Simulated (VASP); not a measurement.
TaN, 4 atoms in the cell. The structure is hexagonal, space group P6_3/mmc (No. 194). The conventional cell has a = 3.108 Å, b = 3.108 Å, c = 5.014 Å, α = 90.00°, β = 90.00°, γ = 120.00°. Within 2.9 Å of Ta (site symmetry -3m) lie 6 N at 2.19 Å and 2 Ta at 2.51 Å. N (site symmetry -6m2) has 6 Ta at 2.19 Å within 2.9 Å. 

```yaml
Program: VASP 6.6.1
Task: single point
Functional: PBE
Potentials_or_basis: VASP PAW PBE potentials, release 64 (Ta_pv, N)
Cutoff: 600 eV
k_mesh: 18 × 18 × 10
Occupations: fermi-dirac, width 0.05 eV
Spin: collinear spin
Starting_moments: "[2.0, 2.0, 0.0, 0.0] μB"
Dipole_correction: no
Further_INCAR_settings: ALGO = Normal; EDIFF = 1e-06; NBANDS = 28
```

Potentials or basis: VASP PAW PBE potentials, release 64 (Ta_pv, N).

The run is started by

```sh
$ cat potpaw_PBE.64/Ta_pv/POTCAR potpaw_PBE.64/N/POTCAR > POTCAR
$ mpirun -np 1 vasp_std > vasp.out
```

Hardware: 1 thread of Intel Xeon 8259CL, on a shared host.

Question: Estimate the wall time of this run.

Answer: Run time: 32 min on 1 thread of Intel Xeon 8259CL (shared host), peak memory 0.54 GiB. Counts: scf iterations 15, k points 222.
